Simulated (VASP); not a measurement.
# PbF2 (Immm) in VASP: further runs, part 2 of 2

VASP 6.6.1.

**3. Single point, PBE (strain +0.0225 x Voigt [0, 0, 0, 1, 0, 0])**

Input file INCAR:

```
SYSTEM = PbF2
  ALGO = Normal
  EDIFF = 1E-7
  ENCUT = 520
  GGA = PE
  ISIF = 2
  ISMEAR = 0
  LASPH = .TRUE.
  LCHARG = .FALSE.
  LREAL = .FALSE.
  LWAVE = .FALSE.
  NBANDS = 21
  NELM = 60
  PREC = Accurate
  SIGMA = 0.05
```

Input file KPOINTS:

```
k-points
0
G
  8 8 8
  0 0 0
```

Input file POSCAR:

```
PbF2
1.0
    0.0000000000      3.0032608125      3.0032608125
    2.9698500000      0.0334108125      2.9698500000
    2.9698500000      2.9698500000      0.0334108125
Pb F
1 2
Direct
    0.0000000000      0.0000000000      0.0000000000
    0.2500000000      0.2500000000      0.2500000000
    0.7500000000      0.7500000000      0.7500000000
```

Potentials or basis: VASP PAW PBE potentials, release 64 (Pb_d, F).

On the command line:

```console
cat potpaw_PBE.64/Pb_d/POTCAR potpaw_PBE.64/F/POTCAR > POTCAR
mpirun -np 1 vasp_std > vasp.out
```

OUTCAR:

```text
SYSTEM = PbF2
   EDIFF = 1E-7
   ENCUT = 520
   GGA = PE
   ISIF = 2
   ISMEAR = 0
   LASPH = .TRUE.
   LREAL = .FALSE.
   NELM = 60
   PREC = Accurate

 ion  position               nearest neighbor table
   1  0.000  0.000  0.000-   3 2.55   3 2.55   2 2.55   2 2.55   3 2.59   3 2.59   2 2.59   2 2.59

   2  0.250  0.250  0.250-   1 2.55   1 2.55   1 2.59   1 2.59
   3  0.750  0.750  0.750-   1 2.55   1 2.55   1 2.59   1 2.59

  LATTYP: Found a body centered orthorhombic cell.
 ALAT       =     4.1527521240
[... 771 lines left out ...]

  FORCE on cell =-STRESS in cart. coord.  units (eV):
  Direction    XX          YY          ZZ          XY          YZ          ZX
  --------------------------------------------------------------------------------------
  -------------------------------------------------------------------------------------
  Total        0.6686890      0.6670222      0.6670222      0.0000000     -0.2406901      0.0000000
  in kB       20.4529614     20.4019803     20.4019803      0.0000000     -7.3619066      0.0000000
  external PRESSURE =      20.4189740 kB  Pullay stress =       0.0000000 kB

 VOLUME and BASIS-vectors are now :
 -----------------------------------------------------------------------------
  energy-cutoff  :      520.00
  volume of cell :       52.38
      direct lattice vectors                 reciprocal lattice vectors
     0.000000000  3.003260813  3.003260813    -0.168358671  0.166485707  0.166485707
     2.969850000  0.033410812  2.969850000     0.168358671 -0.170274257  0.170274257
     2.969850000  2.969850000  0.033410812     0.168358671  0.170274257 -0.170274257

 POSITION                                       TOTAL-FORCE (eV/Angst)
 -----------------------------------------------------------------------------------
      0.00000      0.00000      0.00000         0.000000     -0.000000     -0.000000
      1.48493      1.50163      1.50163        -0.063937      0.000000      0.000000
      4.45477      4.50489      4.50489         0.063937     -0.000000     -0.000000
 -----------------------------------------------------------------------------------
    total drift:                                0.000000     -0.000000      0.000000

  FREE ENERGIE OF THE ION-ELECTRON SYSTEM (eV)
  ---------------------------------------------------
  free  energy   TOTEN  =       -14.3364376828 eV

  energy  without entropy=      -14.3364376828  energy(sigma->0) =      -14.33643768
```

OSZICAR:

```text
N       E                     dE             d eps       ncg     rms          rms(c)
DAV:   1     0.301753281858E+03    0.30175E+03   -0.14701E+04  4031   0.152E+03
DAV:   2     0.120430716991E+02   -0.28971E+03   -0.27213E+03  4291   0.431E+02
DAV:   3    -0.154516234603E+02   -0.27495E+02   -0.27118E+02  4731   0.140E+02
DAV:   4    -0.162564677796E+02   -0.80484E+00   -0.80425E+00  4602   0.251E+01
DAV:   5    -0.162834247548E+02   -0.26957E-01   -0.26954E-01  5120   0.484E+00    0.801E+00
DAV:   6    -0.143426168363E+02    0.19408E+01   -0.87721E+00  5396   0.232E+01    0.266E+00
DAV:   7    -0.143416394454E+02    0.97739E-03   -0.46172E-01  4190   0.408E+00    0.157E+00
DAV:   8    -0.143388257305E+02    0.28137E-02   -0.10489E-01  4270   0.354E+00    0.556E-01
DAV:   9    -0.143352896724E+02    0.35361E-02   -0.20437E-02  5309   0.107E+00    0.103E-01
DAV:  10    -0.143364466974E+02   -0.11570E-02   -0.16034E-03  4130   0.347E-01    0.344E-02
DAV:  11    -0.143364278824E+02    0.18815E-04   -0.13560E-04  4717   0.100E-01    0.976E-03
DAV:  12    -0.143364393825E+02   -0.11500E-04   -0.32138E-05  4319   0.463E-02    0.989E-03
DAV:  13    -0.143364376199E+02    0.17625E-05   -0.11232E-05  5463   0.314E-02    0.113E-03
DAV:  14    -0.143364376828E+02   -0.62846E-07   -0.55567E-07  4425   0.545E-03
   1 F= -.14336438E+02 E0= -.14336438E+02  d E =-.829593E-17
```

stdout:

```text
POSCAR found type information on POSCAR PbF
 POSCAR found :  2 types and       3 ions
 scaLAPACK will be used
 LDA part: xc-table for (Slater+PW92), standard interpolation
 POSCAR, INCAR and KPOINTS ok, starting setup
 FFT: planning ... GRIDC
 FFT: planning ... GRID_SOFT
 FFT: planning ... GRID
 WAVECAR not read
 entering main loop
```

Run time: 55 s. Hardware: 1 thread of Intel Xeon Platinum 8259CL at 2.50GHz (Skylake/Cascade Lake), shared host; peak memory 0.23 GiB.

What came out:

- Free energy: -14.3364 eV
- Pressure: 2.0 GPa
- Largest force: 0.064 eV/Å
- Band gap on the k mesh: 4.41 eV, indirect (least direct gap 4.56 eV)

Forces in eV/Å, atoms in the order of the input:
```
Pb   0.000  0.000  0.000
F   -0.064  0.000  0.000
F    0.064  0.000  0.000
```

Stress tensor (GPa, compression positive):
```
 2.05  0.00  0.00
 0.00  2.04 -0.74
 0.00 -0.74  2.04
```

Levels at points of the mesh, in eV from the valence-band top:
| k point | band 12 | band 13 | band 14 | band 15 | band 16 | band 17 |
| --- | --- | --- | --- | --- | --- | --- |
| (0.00, 0.00, 0.00) | -1.98 | -1.94 | -1.90 | 6.62 | 6.77 | 6.92 |
| (0.50, 0.00, 0.00) | -2.11 | -2.11 | -0.05 | 4.97 | 7.60 | 7.77 |
| (0.00, 0.50, 0.00) | -2.12 | -2.11 | -0.01 | 5.09 | 7.53 | 7.70 |
| (0.50, 0.50, 0.00) | -1.53 | -1.53 | -0.15 | 4.41 | 7.87 | 7.88 |
| (0.00, 0.50, 0.50) | -1.53 | -1.51 | -0.15 | 4.42 | 7.74 | 8.01 |

Caveat: the cell differs from its parent crystal (strain +0.0225 x Voigt [0, 0, 0, 1, 0, 0]); spin-orbit coupling is left out, which moves the levels of the heavy elements. A k mesh can miss the band edges.

**4. Single point, PBE (strain +0.0075 x Voigt [0, 0, 0, 1, 0, 0])**

Input file INCAR:

```
SYSTEM = PbF2
PREC = Accurate
ENCUT = 520
EDIFF = 1E-6
ISMEAR = 0
SIGMA = 0.05
LREAL = .False.
LASPH = .True.
NELM = 100
ALGO = Normal
ISIF = 2
LWAVE = .False.
LCHARG = .False.
GGA = PE
NBANDS = 21
```

Input file KPOINTS:

```
Automatic mesh
0
Gamma
  8 8 8
  0 0 0
```

Input file POSCAR:

```
PbF2
1.0
    0.0000000000      2.9809869375      2.9809869375
    2.9698500000      0.0111369375      2.9698500000
    2.9698500000      2.9698500000      0.0111369375
Pb F
1 2
Direct
    0.0000000000      0.0000000000      0.0000000000
    0.2500000000      0.2500000000      0.2500000000
    0.7500000000      0.7500000000      0.7500000000
```

On the command line:

```console
cat potpaw_PBE.64/Pb_d/POTCAR potpaw_PBE.64/F/POTCAR > POTCAR
mpirun -np 1 vasp_std > vasp.out
```

Run time: 58 s. Hardware: 1 thread of Intel Xeon Platinum 8259CL at 2.50GHz (Skylake/Cascade Lake), shared host; peak memory 0.24 GiB.

It converged, with:

| Item | Value |
| --- | --- |
| Free energy | -14.3389 eV |
| Pressure | 2.0 GPa |
| Largest force | 0.021 eV/Å |
| Band gap on the k mesh | 4.42 eV, indirect (least direct gap 4.56 eV) |

Forces on the atoms (eV/Å):
```
Pb   0.000  0.000  0.000
F   -0.021  0.000  0.000
F    0.021  0.000  0.000
```

Stress tensor (GPa, compression positive):
```
 2.00  0.00  0.00
 0.00  2.00 -0.24
 0.00 -0.24  2.00
```

Levels at points of the mesh, in eV from the valence-band top:
```tsv
k point	band 11	band 12	band 13	band 14	band 15	band 16	band 17	band 18
(0.00, 0.00, 0.00)	-2.43	-1.95	-1.94	-1.93	6.72	6.77	6.82	10.63
(0.50, 0.00, 0.00)	-2.63	-2.11	-2.11	-0.03	5.01	7.63	7.69	13.22
(0.00, 0.50, 0.00)	-2.63	-2.11	-2.11	-0.02	5.05	7.61	7.67	13.20
(0.50, 0.50, 0.00)	-1.52	-1.52	-1.52	-0.15	4.42	7.88	7.88	8.98
(0.00, 0.50, 0.50)	-1.53	-1.52	-1.52	-0.15	4.42	7.83	7.92	8.97
```

Caveat: the cell differs from its parent crystal (strain +0.0075 x Voigt [0, 0, 0, 1, 0, 0]); spin-orbit coupling is left out, which moves the levels of the heavy elements. A k mesh can miss the band edges.

**5. Overview**

| cell | gap on the mesh (eV) | pressure (GPa) | largest force (eV/Å) |
| --- | --- | --- | --- |
| a = 4.279, b = 4.200, c = 4.200 Å, angles 58.8, 59.4, 59.4°, 3 atoms | 4.40 | 2.1 | 0.11 |
| a = 4.247, b = 4.200, c = 4.200 Å, angles 59.3, 59.6, 59.6°, 3 atoms | 4.41 | 2.0 | 0.06 |
| a = 4.216, b = 4.200, c = 4.200 Å, angles 59.8, 59.9, 59.9°, 3 atoms | 4.42 | 2.0 | 0.02 |

Alike in all rows: task single point; level PBE; potentials or basis VASP PAW PBE potentials, release 64 (Pb_d, F); no spin polarisation; k mesh 8 × 8 × 8; cutoff (eV) 520; smearing gaussian 0.05 eV.

Caveats: spin-orbit coupling is left out, which moves the levels of the heavy elements.

Total energies depend on the potentials used, so only differences within one code and one set of settings carry meaning.
